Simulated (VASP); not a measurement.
# Te2Mo (P6_3/mmc) in VASP: relaxation of cell and atoms with r2SCAN

Aim: the relaxation of cell and atoms of Te2Mo with r2SCAN.

Everything below comes from runs of VASP 6.6.1. Logs are shortened: lines on timing, memory, paths and dates and some standing lists are left out, and cuts for length are marked.

## Step 1: The cell of the first run

It takes space group P6_3/mmc (No. 194, hexagonal). The conventional cell has a = 3.566 Å, b = 3.566 Å, c = 14.648 Å, α = 90.00°, β = 90.00°, γ = 120.00°. Te (site symmetry 3m) has 3 Mo at 2.73 Å and 7 Te at 3.57 to 3.58 Å within 3.6 Å. Mo (site symmetry -6m2) has 6 Te at 2.73 Å and 6 Mo at 3.57 Å within 3.6 Å.

## Step 2: Relaxation of cell and atoms, r2SCAN

Input file POSCAR:

```
Te2Mo
1.0
    3.5656550000      0.0000000000      0.0000000000
   -1.7828270000      3.0879470000      0.0000000000
    0.0000000000      0.0000000000     14.6477790000
Te Mo
4 2
Direct
    0.3333330000      0.6666670000      0.6278230000
    0.6666670000      0.3333330000      0.1278230000
    0.6666670000      0.3333330000      0.3721770000
    0.3333330000      0.6666670000      0.8721770000
    0.3333330000      0.6666670000      0.2500000000
    0.6666670000      0.3333330000      0.7500000000
```

Input file INCAR.step1:

```
PREC = Accurate
ENCUT = 600
ISMEAR = 0
SIGMA = 0.02
LREAL = F
LASPH = T
NELM = 100
GGA = PE
ALGO = Normal
EDIFF = 1E-4
LWAVE = T
LCHARG = F
```

Input file INCAR.step2:

```
PREC = Accurate
ENCUT = 600
EDIFF = 1E-6
ISMEAR = 0
SIGMA = 0.02
LREAL = F
LASPH = T
NELM = 100
ALGO = Normal
ISIF = 3
LWAVE = F
LCHARG = F
METAGGA = R2SCAN
LMIXTAU = T
IBRION = 2
NSW = 70
EDIFFG = -0.02
ISTART = 1
```

Input file KPOINTS:

```
Automatic mesh
0
Gamma
  9 9 2
```

Potentials or basis: VASP PAW PBE potentials, release 64 (Te, Mo_sv).

Run with:

```sh
cat potpaw_PBE.64/Te/POTCAR potpaw_PBE.64/Mo_sv/POTCAR > POTCAR
cp INCAR.step1 INCAR
mpirun -np 1 vasp_std > vasp.out
cp INCAR.step2 INCAR
mpirun -np 1 vasp_std > vasp.out
```

OUTCAR:

```text
PREC = Accurate
   ENCUT = 600
   EDIFF = 1E-6
   ISMEAR = 0
   LREAL = F
   LASPH = T
   NELM = 100
   ISIF = 3
   METAGGA = R2SCAN
   IBRION = 2
   NSW = 70
   EDIFFG = -0.02
   ISTART = 1

 ion  position               nearest neighbor table
   1  0.333  0.667  0.628-   6 2.73   6 2.73   6 2.73   4 3.58
   2  0.667  0.333  0.128-   5 2.73   5 2.73   5 2.73   3 3.58
   3  0.667  0.333  0.372-   5 2.73   5 2.73   5 2.73   2 3.58
   4  0.333  0.667  0.872-   6 2.73   6 2.73   6 2.73   1 3.58
   5  0.333  0.667  0.250-   2 2.73   3 2.73   2 2.73   3 2.73   2 2.73   3 2.73
   6  0.667  0.333  0.750-   1 2.73   4 2.73   1 2.73   4 2.73   1 2.73   4 2.73

  LATTYP: Found a hexagonal cell.
 ALAT       =     3.5656550000
 C/A-ratio  =     4.1080191437

  Lattice vectors:

 A1 = (   3.5656550000,   0.0000000000,   0.0000000000)
 A2 = (  -1.7828270000,   3.0879470000,   0.0000000000)
 A3 = (   0.0000000000,   0.0000000000,  14.6477790000)

Analysis of symmetry for initial positions (statically):
=====================================================================
 Subroutine PRICEL returns:
 Original cell was already a primitive cell.

 Routine SETGRP: Setting up the symmetry group for a
 hexagonal supercell.

 Subroutine GETGRP returns: Found 24 space group operations
 (whereof 12 operations were pure point group operations)
 out of a pool of 24 trial point group operations.

The static configuration has the point symmetry D_3d.
 The point group associated with its full space group is D_6h.

Analysis of symmetry for dynamics (positions and initial velocities):
=====================================================================
 Subroutine PRICEL returns:
 Original cell was already a primitive cell.

 Routine SETGRP: Setting up the symmetry group for a
 hexagonal supercell.

 Subroutine GETGRP returns: Found 24 space group operations
 (whereof 12 operations were pure point group operations)
 out of a pool of 24 trial point group operations.

The dynamic configuration has the point symmetry D_3d.
 The point group associated with its full space group is D_6h.

 Subroutine INISYM returns: Found 24 space group operations
 (whereof 12 operations are pure point group operations),
 and found     1 'primitive' translations

----------------------------------------------------------------------------------------

                                     Primitive cell

  volume of cell :     161.2802

  direct lattice vectors                    reciprocal lattice vectors
     3.565655000  0.000000000  0.000000000     0.280453381  0.161919832  0.000000000
    -1.782827000  3.087947000  0.000000000     0.000000000  0.323839755  0.000000000
     0.000000000  0.000000000 14.647779000     0.000000000  0.000000000  0.068269736

  length of vectors
     3.565655000  3.565654048 14.647779000     0.323839669  0.323839755  0.068269736

  position of ions in fractional coordinates (direct lattice)
     0.333333000  0.666667000  0.627823000
     0.666667000  0.333333000  0.127823000
     0.666667000  0.333333000  0.372177000
     0.333333000  0.666667000  0.872177000
     0.333333000  0.666667000  0.250000000
     0.666667000  0.333333000  0.750000000

  ion indices of the primitive-cell ions
   primitive index   ion index
                 1           1
                 2           2
                 3           3
                 4           4
                 5           5
                 6           6

----------------------------------------------------------------------------------------

 KPOINTS: Automatic mesh

Automatic generation of k-mesh.
 Grid dimensions read from file:
 generate k-points for:    9    9    2

 Generating k-lattice:

  Cartesian coordinates                     Fractional coordinates (reciprocal lattice)
     0.031161487  0.017991092  0.000000000     0.111111111  0.000000000  0.000000000
     0.000000000  0.035982195  0.000000000     0.000000000  0.111111111  0.000000000
     0.000000000  0.000000000  0.034134868     0.000000000  0.000000000  0.500000000

  Length of vectors
     0.035982185  0.035982195  0.034134868

  Shift w.r.t. Gamma in fractional coordinates (k-lattice)
     0.000000000  0.000000000  0.000000000

 Subroutine IBZKPT returns following result:
 ===========================================

 Found     24 irreducible k-points:

 Following reciprocal coordinates:
            Coordinates               Weight
  0.000000  0.000000  0.000000      1.000000
  0.111111  0.000000  0.000000      6.000000
  0.222222  0.000000  0.000000      6.000000
  0.333333 -0.000000  0.000000      6.000000
  0.444444  0.000000  0.000000      6.000000
  0.111111  0.111111  0.000000      6.000000
[... 16 lines left out ...]
  0.333333  0.222222  0.500000     12.000000
  0.333333  0.333333  0.500000      2.000000
   k-points           NKPTS =     24   k-points in BZ     NKDIM =     24   number of bands    NBANDS=     31
   number of dos      NEDOS =    301   number of ions     NIONS =      6
   total plane-waves  NPLWV =  94080
   dimension x,y,z NGX =    28 NGY =   28 NGZ =  120
   dimension x,y,z NGXF=    56 NGYF=   56 NGZF=  240
   ions per type =               4   2
   NGX,Y,Z   is equivalent  to a cutoff of  13.05, 13.05, 13.62 a.u.
   NGXF,Y,Z  is equivalent  to a cutoff of  26.11, 26.11, 27.24 a.u.
 SYSTEM =  unknown system
   PREC   = accura    normal or accurate (medium, high low for compatibility)
   ISTART =      1    job   : 0-new  1-cont  2-samecut
   ICHARG =      0    charge: 1-file 2-atom 10-const
   ISPIN  =      1    spin polarized calculation?
   LNONCOLLINEAR =      F non collinear calculations
   LSORBIT =      F    spin-orbit coupling
   LASPH  =      T    aspherical Exc in radial PAW
   ENCUT  =  600.0 eV  44.10 Ry    6.64 a.u.   7.12  7.12 29.26*2*pi/ulx,y,z
   NELM   =    100;   NELMIN=  2; NELMDL=  0     # of ELM steps
   EDIFF  = 0.1E-05   stopping-criterion for ELM
   LREAL  =      F    real-space projection
   EDIFFG = -.2E-01   stopping-criterion for IOM
   NSW    =     70    number of steps for IOM
   IBRION =      2    ionic relax: 0-MD 1-quasi-New 2-CG
   NFREE  =      1    steps in history (QN), initial steepest desc. (CG)
   ISIF   =      3    stress and relaxation
   ISYM   =      2    0-nonsym 1-usesym 2-fastsym
   POTIM  = 0.5000    time-step for ionic-motion
   TEBEG  =    0.0;   TEEND  =   0.0 temperature during run
   PSTRESS=    0.0 pullay stress
   NELECT =      52.0000    total number of electrons
   NUPDOWN=      -1.0000    fix difference up-down
   EMIN   =  10.00;   EMAX   =-10.00  energy-range for DOS
   EFERMI =   0.00;   METHOD = LEGACY
   ISMEAR =     0;   SIGMA  =   0.02  broadening in eV -4-tet -1-fermi 0-gaus
   EFERMI_NEDOS =   21; number of points for ismear=-14 and -15
   IALGO  =     38    algorithm
   IMIX   =      4    mixing-type and parameters
     AMIX     =   0.40;   BMIX     =  1.00
     AMIX_MAG =   1.60;   BMIX_MAG =  1.00
  volume/ion in A,a.u.               =      26.88       181.40
  Fermi-wavevector in a.u.,A,eV,Ry     =   1.122576  2.121360 17.145738  1.260176
  Thomas-Fermi vector in A             =   2.259237
   LORBIT       =      0    0 simple, 1 ext, 2 COOP (PROOUT), +10 PAW based schemes
   METAGGA = R2SCAN    functional components
   LHFCALC =     F    Hartree Fock is set to
   AEXX    =    0.0000 exact exchange contribution
   IVDW    =     0    specifies the selected vdW correction
   LEPSILON=     F    determine dielectric tensor
   LRPA    =     F    only Hartree local field effects (RPA)
 conjugate gradient relaxation of ions
 non-spin polarized calculation
 Gauss-broadening in eV      SIGMA  =   0.02
  energy-cutoff  :      600.00
  volume of cell :      161.28
 maximum number of plane-waves:      5433
   NGX = 15   NGY = 15   NGZ = 59

--------------------------------------- Ionic step        1  -------------------------------------------

 number of electron      52.0000000 magnetization

 Free energy of the ion-electron system (eV)
  ---------------------------------------------------
  ext. energy  EPLUGINS =         0.00000000
  ---------------------------------------------------
  free energy    TOTEN  =      -155.66470625 eV

  energy without entropy =     -155.66470625  energy(sigma->0) =     -155.66470625

------------------------ aborting loop because EDIFF is reached ----------------------------------------

  FORCE on cell =-STRESS in cart. coord.  units (eV):
  Direction    XX          YY          ZZ          XY          YZ          ZX
  --------------------------------------------------------------------------------------
  -------------------------------------------------------------------------------------
  Total       -0.0324953     -0.0324952      0.1571628     -0.0000000      0.0000000      0.0000000
  in kB       -0.3228120     -0.3228118      1.5612748     -0.0000001      0.0000000      0.0000000
  external PRESSURE =       0.3052170 kB  Pullay stress =       0.0000000 kB
[... 65 lines left out ...]
  energy  without entropy=     -155.6647631049  energy(sigma->0) =     -155.66476310

--------------------------------------- Ionic step        3  -------------------------------------------

 number of electron      52.0000000 magnetization

 Free energy of the ion-electron system (eV)
  ---------------------------------------------------
  ext. energy  EPLUGINS =         0.00000000
  ---------------------------------------------------
  free energy    TOTEN  =      -155.66477733 eV

  energy without entropy =     -155.66477733  energy(sigma->0) =     -155.66477733

 E-fermi :   7.2282     XC(G=0): -10.5521

 val. band max:        7.0283018999   @ k =   0.0000   0.0000   0.0000
 cond. band min:       8.0650739207   @ k =   0.3333   0.3333   0.0000
 fundamental gap:      1.0367720207
 Fermi energy:         7.2281813444

 k-point     1 :       0.0000    0.0000    0.0000
  band No.  band energies     occupation
      1     -55.6928      2.00000
      2     -55.6928      2.00000
      3     -29.1102      2.00000
      4     -29.1102      2.00000
      5     -29.0234      2.00000
      6     -29.0234      2.00000
[... 838 lines left out ...]
  FREE ENERGIE OF THE ION-ELECTRON SYSTEM (eV)
  ---------------------------------------------------
  free  energy   TOTEN  =      -155.6647773295 eV

  energy  without entropy=     -155.6647773295  energy(sigma->0) =     -155.66477733

 reached required accuracy - stopping structural energy minimisation
```

It took 11 min on 1 thread of AMD EPYC 9R45 (Zen 5), shared host; peak memory 0.38 GiB.

What came out:

```yaml
Free_energy: -155.6648 eV
Relaxed_volume: 26.89 Å³/atom
Relaxed_cell: a = 3.565 Å, b = 3.565 Å, c = 14.660 Å, α = 90.00°, β = 90.00°, γ = 120.00°
Space_group_after_relaxing_to_0.05_Å: P6_3/mmc (No. 194)
Energy_gained_by_relaxing: 0.0 meV/atom
Ionic_steps: 3
Pressure_after_relaxing: 0.0 GPa
Largest_force_after_relaxing: 0.014 eV/Å
Band_gap_on_the_k_mesh: 1.04 eV, indirect (least direct gap 1.06 eV)
```

Forces in eV/Å, atoms in the order of the input:
```
Te   0.000  0.000  0.014
Te   0.000  0.000  0.014
Te   0.000  0.000 -0.014
Te   0.000  0.000 -0.014
Mo   0.000  0.000  0.000
Mo   0.000  0.000  0.000
```

Final structure:
```cif
data_structure
_symmetry_space_group_name_H-M 'P 1'
_symmetry_Int_Tables_number 1
_cell_length_a 3.5650
_cell_length_b 3.5650
_cell_length_c 14.6601
_cell_angle_alpha 90.000
_cell_angle_beta 90.000
_cell_angle_gamma 120.000
_cell_volume 161.36
loop_
_atom_site_label
_atom_site_type_symbol
_atom_site_fract_x
_atom_site_fract_y
_atom_site_fract_z
_atom_site_occupancy
Te1 Te 0.33333 0.66667 0.62781 1
Te2 Te 0.66667 0.33333 0.12781 1
Te3 Te 0.66667 0.33333 0.37219 1
Te4 Te 0.33333 0.66667 0.87219 1
Mo1 Mo 0.33333 0.66667 0.25000 1
Mo2 Mo 0.66667 0.33333 0.75000 1
```

Caveat: the PAW data sets were made with another functional, which shifts forces and pressure a little; spin-orbit coupling is left out, which moves the levels of the heavy elements.
